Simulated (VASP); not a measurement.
A run of VASP 6.6.1:

The input INCAR:

```
  PREC = Accurate
  ENCUT = 520
  EDIFF = 1E-6
  ISMEAR = -1
  SIGMA = 0.05
  LREAL = False
  LASPH = True
  NELM = 80
  ALGO = Normal
  ISIF = 2
  LWAVE = False
  LCHARG = False
  GGA = PS
  IVDW = 13
  NBANDS = 11
```

Contents of KPOINTS:

```
Automatic mesh
0
Gamma
  10 10 10
```

Contents of POSCAR:

```
AlN
1.0
    0.0000000000      2.1795271193      2.1795271193
    2.1795271193      0.0000000000      2.1795271193
    2.1795271193      2.1795271193      0.0000000000
Al N
1 1
Direct
    0.0000000000      0.0000000000      0.0000000000
    0.2500000000      0.2500000000      0.2500000000
```

Potentials or basis: VASP PAW PBE potentials, release 64 (Al, N).

The run is started by

```bash
$ cat potpaw_PBE.64/Al/POTCAR potpaw_PBE.64/N/POTCAR > POTCAR
$ mpirun -np 1 vasp_std > vasp.out
```

Hardware: 1 thread of Intel Xeon 6975P-C (shared host).

Q: How long does it take, and how much memory?

A: Run time: 8.5 s on 1 thread of Intel Xeon 6975P-C, on a shared host, peak memory 0.14 GiB. Counts: scf iterations 12, k points 47.
